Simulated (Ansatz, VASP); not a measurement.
# Two plane-wave programs on NaI

```xyz
4
Lattice="4.6222 0.0000 0.0000 0.0000 4.2697 0.0000 0.0000 0.0000 7.7984" Properties=species:S:1:pos:R:3 pbc="T T T"
Na    1.1556    2.1349    2.1448
Na    3.4667    2.1349    5.6536
I     1.1556    0.0000    5.7897
I     3.4667    0.0000    2.0087
```

Alike in both runs: task single point; functional PBEsol; k mesh 1 × 1 × 1; occupations fermi-dirac, width 0.01 eV; no spin polarisation.

```csv
,VASP,Ansatz
version,VASP 6.6.1,Ansatz 0.2.0
potentials or method,"VASP PAW PBE potentials, release 64 (Na_pv, I), cutoff 520 eV","plane waves, PAW"
valence electrons in the cell,28,52
```

```csv
,VASP,Ansatz,Ansatz less VASP
gap on the k mesh at the Fermi level (eV),2.65,2.65,+0.005
```

VASP's potentials were made for PBE, not for PBEsol. The functional is the same, so the differences come from potentials, cutoffs and numerics. VASP's potentials hold 28 valence electrons a cell and Ansatz's 52, so a difference there can come from the potentials and not from the codes.

The k mesh is coarse, so the values compare programs but aren't converged. Neither program's run includes spin-orbit coupling.
